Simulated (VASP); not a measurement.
A run of VASP 6.6.1 is set up as follows.

File POSCAR:

```
TiAl3
1.0
    3.8622407174      0.0000000000      0.0000000000
    0.0000000000      3.8622407174      0.0000000000
    0.0000000000      0.0000000000      8.6494683749
Ti Al
2 6
Direct
    0.0000000000      0.0000000000      0.0000000000
    0.5000000000      0.5000000000      0.5000000000
    0.5000000000      0.5000000000      0.0000000000
    0.0000000000      0.5000000000      0.2500000000
    0.5000000000      0.0000000000      0.2500000000
    0.0000000000      0.0000000000      0.5000000000
    0.5000000000      0.0000000000      0.7500000000
    0.0000000000      0.5000000000      0.7500000000
```

File INCAR.step1:

```
PREC = Accurate
ENCUT = 520
ISMEAR = 0
SIGMA = 0.1
LREAL = False
LASPH = True
NELM = 80
NBANDS = 31
GGA = PE
ALGO = Normal
EDIFF = 1E-4
LWAVE = True
LCHARG = False
```

Contents of INCAR.step2:

```
PREC = Accurate
ENCUT = 520
EDIFF = 1E-6
ISMEAR = 0
SIGMA = 0.1
LREAL = False
LASPH = True
NELM = 80
ALGO = Normal
ISIF = 2
LWAVE = False
LCHARG = False
METAGGA = R2SCAN
LMIXTAU = True
NBANDS = 31
ISTART = 1
```

File KPOINTS:

```
regular mesh
0
Gamma
  10 10 4
```

Potentials or basis: VASP PAW PBE potentials, release 64 (Ti_sv, Al).

Launch:

```sh
$ cat potpaw_PBE.64/Ti_sv/POTCAR potpaw_PBE.64/Al/POTCAR > POTCAR
$ cp INCAR.step1 INCAR
$ mpirun -np 1 vasp_std > vasp.out
$ cp INCAR.step2 INCAR
$ mpirun -np 1 vasp_std > vasp.out
```

(1) Predict the pressure.

(2) Estimate the band gap on the k mesh.

## Answers

(1) -3.3 GPa.

(2) zero (bands 21 and 22 overlap by 2.22 eV).

Caveat: the cell differs from its parent crystal (equal strain along all axes, cell held: +1.0 %); the cell stands under tension; the PAW data sets were made with another functional, which shifts forces and pressure a little.
